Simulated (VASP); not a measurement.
Here is a VASP 6.6.1 calculation.

INCAR

```
SYSTEM = ZrBrCl3
  PREC = Accurate
  ENCUT = 520
  EDIFF = 1E-6
  ISMEAR = 0
  SIGMA = 0.02
  LREAL = .FALSE.
  LASPH = .TRUE.
  NELM = 80
  ALGO = Normal
  ISIF = 2
  LWAVE = .FALSE.
  LCHARG = .TRUE.
  GGA = PS
  LELF = .TRUE.
  LVHAR = .TRUE.
  NBANDS = 28
```

File KPOINTS:

```
Automatic mesh
0
G
  6 6 6
  0 0 0
```

The input POSCAR:

```
ZrBrCl3
1.0
    5.5737987963      3.2180342188      2.4079699223
   -5.5737987963      3.2180342188      2.4079699223
    0.0000000000     -6.4360684876      2.4079698555
Zr Br Cl
1 1 3
Direct
    0.7404640000      0.7404640000      0.7404640000
    0.3968780000      0.3968780000      0.3968780000
    0.0764230000      0.7355000000      0.7355000000
    0.7355000000      0.7355000000      0.0764230000
    0.7355000000      0.0764230000      0.7355000000
```

Potentials or basis: VASP PAW PBE potentials, release 64 (Zr_sv, Br, Cl).

Run with:

```bash
$ cat potpaw_PBE.64/Zr_sv/POTCAR potpaw_PBE.64/Br/POTCAR potpaw_PBE.64/Cl/POTCAR > POTCAR
$ mpirun -np 1 vasp_std > vasp.out
```

**Question.** What does it give for the band gap on the k mesh?

**Answer.** 4.08 eV.

**Question.** Predict the pressure.

**Answer.** -0.7 GPa.

**Question.** What does it give for the largest force?

**Answer.** 0.286 eV/Å.

Forces on the atoms (eV/Å):
```
Zr   0.000  0.000  0.023
Br   0.000  0.000  0.271
Cl  -0.233 -0.134 -0.098
Cl   0.000  0.269 -0.098
Cl   0.233 -0.134 -0.098
```

Caveat: the PAW data sets were made with another functional, which shifts forces and pressure a little. A k mesh can miss the band edges.
